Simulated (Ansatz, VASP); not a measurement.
# P: VASP beside Ansatz

```
CELL_PARAMETERS angstrom
3.25406 0.00000 0.00000
-1.62703 2.81809 0.00000
0.00000 0.00000 19.99049
ATOMIC_POSITIONS crystal
P 0.33333 0.66667 0.28740
P 0.66667 0.33333 0.22511
P 0.00000 0.16667 0.51527
P 0.33333 0.83333 0.45298
```

Alike in both runs: task single point; functional PBE; dispersion D3(BJ); k mesh 9 × 9 × 1; occupations gaussian, width 0.05 eV; no spin polarisation.

|  | VASP | Ansatz |
| --- | --- | --- |
| version | VASP 6.6.1 | Ansatz 0.2.0 |
| potentials or method | VASP PAW PBE potentials, release 64 (P), cutoff 520 eV | scalar-relativistic, plane waves, PAW |
| valence electrons in the cell | 20 | 20 |

|  | VASP | Ansatz | Ansatz less VASP |
| --- | --- | --- | --- |
| gap on the k mesh at the Fermi level (eV) | 1.06 | 1.02 | -0.039 |
| least direct gap on the mesh (eV) | 1.53 | 1.49 | -0.041 |
| rms of the force components (eV/Å) | 0.120 | 0.084 | -0.0359 |

Atom by atom the forces differ by 0.053 eV/Å (rms over components).
